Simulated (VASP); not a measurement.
# MgI2 (P-3m1) in VASP: notebook, part 2 of 2

VASP 6.6.1. Earlier steps stand in the parts before.

**3. Electric field gradients, r2SCAN**

POSCAR reads:

```
MgI2
1.0
    4.1537001214      0.0000000000      0.0000000000
   -2.0768500607      3.5972098248      0.0000000000
    0.0000000000      0.0000000000      6.8620000000
Mg I
1 2
Direct
    0.0000000000      0.0000000000      0.0000000000
    0.3333333333      0.6666666667      0.7566122393
    0.6666666667      0.3333333333      0.2433877607
```

INCAR.step1 reads:

```
PREC = Accurate
ENCUT = 520
ISMEAR = -1
SIGMA = 0.02
LREAL = F
LASPH = T
NELM = 80
NBANDS = 15
GGA = PE
ALGO = Normal
EDIFF = 1E-4
LWAVE = T
LCHARG = F
```

INCAR.step2 reads:

```
PREC = Accurate
ENCUT = 520
EDIFF = 1E-8
ISMEAR = -1
SIGMA = 0.02
LREAL = F
LASPH = T
NELM = 80
ALGO = Normal
ISIF = 2
LWAVE = F
LCHARG = F
METAGGA = R2SCAN
LMIXTAU = T
LEFG = T
NBANDS = 15
ISTART = 1
```

KPOINTS reads:

```
Automatic mesh
0
Gamma
  8 8 4
```

Potentials or basis: VASP PAW PBE potentials, release 64 (Mg, I).

Launch:

```sh
$ cat potpaw_PBE.64/Mg/POTCAR potpaw_PBE.64/I/POTCAR > POTCAR
$ cp INCAR.step1 INCAR
$ mpirun -np 1 vasp_std > vasp.out
$ cp INCAR.step2 INCAR
$ mpirun -np 1 vasp_std > vasp.out
```

OUTCAR:

```text
PREC = Accurate
   ENCUT = 520
   EDIFF = 1E-8
   ISMEAR = -1
   LREAL = F
   LASPH = T
   NELM = 80
   ISIF = 2
   METAGGA = R2SCAN
   ISTART = 1

 ion  position               nearest neighbor table
   1  0.000  0.000  0.000-   2 2.92   3 2.92   2 2.92   3 2.92   3 2.92   2 2.92
   2  0.333  0.667  0.757-   1 2.92   1 2.92   1 2.92
   3  0.667  0.333  0.243-   1 2.92   1 2.92   1 2.92

  LATTYP: Found a hexagonal cell.
 ALAT       =     4.1537001214
 C/A-ratio  =     1.6520210413

  Lattice vectors:

 A1 = (   4.1537001214,   0.0000000000,   0.0000000000)
 A2 = (  -2.0768500607,   3.5972098248,   0.0000000000)
 A3 = (   0.0000000000,   0.0000000000,   6.8620000000)

Analysis of symmetry for initial positions (statically):
=====================================================================
 Subroutine PRICEL returns:
 Original cell was already a primitive cell.

 Routine SETGRP: Setting up the symmetry group for a
 hexagonal supercell.

 Subroutine GETGRP returns: Found 12 space group operations
 (whereof 12 operations were pure point group operations)
 out of a pool of 24 trial point group operations.

The static configuration has the point symmetry D_3d.

Analysis of symmetry for dynamics (positions and initial velocities):
=====================================================================
 Subroutine PRICEL returns:
 Original cell was already a primitive cell.

 Routine SETGRP: Setting up the symmetry group for a
 hexagonal supercell.

 Subroutine GETGRP returns: Found 12 space group operations
 (whereof 12 operations were pure point group operations)
 out of a pool of 24 trial point group operations.

The dynamic configuration has the point symmetry D_3d.

 Subroutine INISYM returns: Found 12 space group operations
 (whereof 12 operations are pure point group operations),
 and found     1 'primitive' translations

----------------------------------------------------------------------------------------

                                     Primitive cell

  volume of cell :     102.5302

  direct lattice vectors                    reciprocal lattice vectors
     4.153700121  0.000000000  0.000000000     0.240749205  0.138996618  0.000000000
    -2.076850061  3.597209825  0.000000000     0.000000000  0.277993236  0.000000000
     0.000000000  0.000000000  6.862000000     0.000000000  0.000000000  0.145730108

  length of vectors
     4.153700121  4.153700121  6.862000000     0.277993236  0.277993236  0.145730108

  position of ions in fractional coordinates (direct lattice)
     0.000000000  0.000000000  0.000000000
     0.333333333  0.666666667  0.756612239
     0.666666667  0.333333333  0.243387761

  ion indices of the primitive-cell ions
   primitive index   ion index
                 1           1
                 2           2
                 3           3

----------------------------------------------------------------------------------------

 KPOINTS: Automatic mesh

Automatic generation of k-mesh.
[... 89 lines left out ...]
  Thomas-Fermi vector in A             =   2.001871
   LORBIT       =      0    0 simple, 1 ext, 2 COOP (PROOUT), +10 PAW based schemes
   METAGGA = R2SCAN    functional components
   LHFCALC =     F    Hartree Fock is set to
   AEXX    =    0.0000 exact exchange contribution
   IVDW    =     0    specifies the selected vdW correction
   LEPSILON=     F    determine dielectric tensor
   LRPA    =     F    only Hartree local field effects (RPA)
 non-spin polarized calculation
  energy-cutoff  :      520.00
  volume of cell :      102.53
 maximum number of plane-waves:      2798
 NGX is ok and might be reduce to    32
   NGX = 15   NGY = 15   NGZ = 25

 number of electron      16.0000000 magnetization

 Free energy of the ion-electron system (eV)
  ---------------------------------------------------
  ext. energy  EPLUGINS =         0.00000000
  ---------------------------------------------------
  free energy    TOTEN  =       -56.92421143 eV

  energy without entropy =      -56.92421143  energy(sigma->0) =      -56.92421143

 E-fermi :   2.4866     XC(G=0):  -8.5742

 val. band max:        2.0376695791   @ k =   0.0000   0.0000   0.0000
 cond. band min:       6.1357229927   @ k =   0.5000   0.0000   0.2500
 fundamental gap:      4.0980534136
 Fermi energy:         2.4865629723

 k-point     1 :       0.0000    0.0000    0.0000
  band No.  band energies     occupation
      1     -10.4257      2.00000
      2      -9.6695      2.00000
      3      -1.5497      2.00000
      4       1.5472      2.00000
      5       1.5472      2.00000
      6       1.9480      2.00000
      7       1.9480      2.00000
      8       2.0377      2.00000
      9       6.5193      0.00000
     10       7.4537      0.00000
     11       9.3260      0.00000
     12       9.3260      0.00000
     13      10.1362      0.00000
     14      10.7924      0.00000
[... 401 lines left out ...]
      2      -9.4523      2.00000
      3      -1.2588      2.00000
      4      -0.7772      2.00000
      5      -0.1324      2.00000
      6       0.4090      2.00000
      7       0.8240      2.00000
      8       1.4711      2.00000
      9       7.0217      0.00000
     10       8.5488      0.00000
     11       9.4234      0.00000
     12       9.7489      0.00000
     13      10.2784      0.00000
     14      10.4676      0.00000
     15      11.6146      0.00000

 [... further k-points ...]

------------------------ aborting loop because EDIFF is reached ----------------------------------------

  FORCE on cell =-STRESS in cart. coord.  units (eV):
  Direction    XX          YY          ZZ          XY          YZ          ZX
  --------------------------------------------------------------------------------------
  -------------------------------------------------------------------------------------
  Total        0.3399784      0.3399784      0.3626429      0.0000000     -0.0000000      0.0000000
  in kB        5.3126392      5.3126392      5.6668035      0.0000000     -0.0000000      0.0000000
  external PRESSURE =       5.4306939 kB  Pullay stress =       0.0000000 kB

 VOLUME and BASIS-vectors are now :
 -----------------------------------------------------------------------------
  energy-cutoff  :      520.00
  volume of cell :      102.53
      direct lattice vectors                 reciprocal lattice vectors
     4.153700121  0.000000000  0.000000000     0.240749205  0.138996618  0.000000000
    -2.076850061  3.597209825  0.000000000     0.000000000  0.277993236  0.000000000
     0.000000000  0.000000000  6.862000000     0.000000000  0.000000000  0.145730108

 POSITION                                       TOTAL-FORCE (eV/Angst)
 -----------------------------------------------------------------------------------
      0.00000      0.00000      0.00000        -0.000000      0.000000      0.000000
     -0.00000      2.39814      5.19187        -0.000000     -0.000000      0.055960
      2.07685      1.19907      1.67013         0.000000      0.000000     -0.055960
 -----------------------------------------------------------------------------------
    total drift:                                0.000000     -0.000000      0.000000

  FREE ENERGIE OF THE ION-ELECTRON SYSTEM (eV)
  ---------------------------------------------------
  free  energy   TOTEN  =       -56.9242114347 eV

  energy  without entropy=      -56.9242114347  energy(sigma->0) =      -56.92421143

 Electric field gradients (V/A^2)
---------------------------------------------------------------------
 ion       V_xx      V_yy      V_zz      V_xy      V_xz      V_yz
---------------------------------------------------------------------
   1      -0.118    -0.118     0.235    -0.000    -0.000     0.000
   2      21.416    21.416   -42.833    -0.000     0.000    -0.000
   3      21.416    21.416   -42.833    -0.000     0.000    -0.000
---------------------------------------------------------------------

 Electric field gradients after diagonalization (V/A^2)
 (convention: |V_zz| > |V_xx| > |V_yy|)
----------------------------------------------------------------------
 ion       V_xx      V_yy      V_zz     asymmetry (V_yy - V_xx)/ V_zz
----------------------------------------------------------------------
   1      -0.118    -0.118     0.235       0.000
   2      21.417    21.416   -42.833       0.000
   3      21.417    21.416   -42.833       0.000
----------------------------------------------------------------------

           NMR quadrupolar parameters

 Cq : quadrupolar parameter    Cq=e*Q*V_zz/h
 eta: asymmetry parameters     (V_yy - V_xx)/ V_zz
 Q  : nuclear electric quadrupole moment in mb (millibarn)
----------------------------------------------------------------------
 ion       Cq(MHz)       eta       Q (mb)
----------------------------------------------------------------------
   1       0.001       0.000       1.000
   2      -0.104       0.000       1.000
   3      -0.104       0.000       1.000
----------------------------------------------------------------------
```

Run time: 3 min. Hardware: 1 thread of Intel Xeon Platinum 8488C (Sapphire Rapids), shared host; peak memory 0.26 GiB.

What came out:

```yaml
Free_energy: -56.9242 eV
Pressure: 0.5 GPa
Largest_force: 0.056 eV/Å
Band_gap_on_the_k_mesh: 4.10 eV (least direct gap 4.48 eV)
Largest_electric_field_gradient_by_atom: Mg +0.2; I -42.8 V/Å²
```

Forces on the atoms (eV/Å):
```
Mg   0.000  0.000  0.000
I    0.000  0.000  0.056
I    0.000  0.000 -0.056
```

Levels at points of the mesh, in eV from the valence-band top:
| k point | band 4 | band 5 | band 6 | band 7 | band 8 | band 9 | band 10 | band 11 | band 12 | band 13 |
| --- | --- | --- | --- | --- | --- | --- | --- | --- | --- | --- |
| (0.00, 0.00, 0.00) | -0.49 | -0.49 | -0.09 | -0.09 | 0.00 | 4.48 | 5.42 | 7.29 | 7.29 | 8.10 |
| (0.50, 0.00, 0.00) | -2.87 | -1.92 | -1.43 | -0.94 | -0.49 | 4.19 | 5.95 | 5.99 | 7.51 | 8.65 |
| (0.00, 0.00, 0.50) | -1.49 | -0.39 | -0.39 | -0.20 | -0.20 | 5.41 | 5.53 | 7.09 | 7.09 | 8.39 |
| (0.50, 0.00, 0.50) | -3.28 | -1.25 | -1.15 | -0.83 | -0.74 | 4.13 | 5.75 | 6.22 | 6.61 | 8.36 |

Electric field gradients, principal values (V/Å²):
| atom | least | middle | greatest (by size) |
| --- | --- | --- | --- |
| 1 Mg | -0.118 | -0.118 | 0.235 |
| 2 I | 21.416 | 21.417 | -42.833 |
| 3 I | 21.416 | 21.417 | -42.833 |

Caveat: without QUAD_EFG the Cq values of the log hold for a quadrupole moment of 1 mb, not for the nuclei; the PAW data sets were made with another functional, which shifts forces and pressure a little; spin-orbit coupling is left out, which moves the levels of the heavy elements. A k mesh can miss the band edges.
